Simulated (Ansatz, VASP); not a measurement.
## Rh in VASP and in Ansatz

```
Rh
1.0
     0.00000    1.89785    1.89785
     1.89785    0.00000    1.89785
     1.89785    1.89785    0.00000
Rh
1
Direct
  0.00000 0.00000 0.00000
```

Alike in both runs: task relaxation of cell and atoms; functional BLYP; dispersion D4; k mesh 12 × 12 × 12; occupations fermi-dirac, width 0.05 eV; no spin polarisation.

```csv
,VASP,Ansatz
version,VASP 6.6.1,Ansatz 0.2.0
potentials or method,"VASP PAW PBE potentials, release 64 (Rh_pv), cutoff 600 eV","all-electron LAPW, scalar-relativistic"
```

|  | VASP | Ansatz | Ansatz less VASP |
| --- | --- | --- | --- |
| relaxed volume (Å³/atom) | 13.82 | 13.79 | -0.032 |
| relaxed cell length with the largest relative difference (Å) | 2.694 | 2.692 | -0.0021 |

VASP's potentials were made for PBE, not for BLYP. Ansatz ran all-electron here, and VASP with PAW potentials.
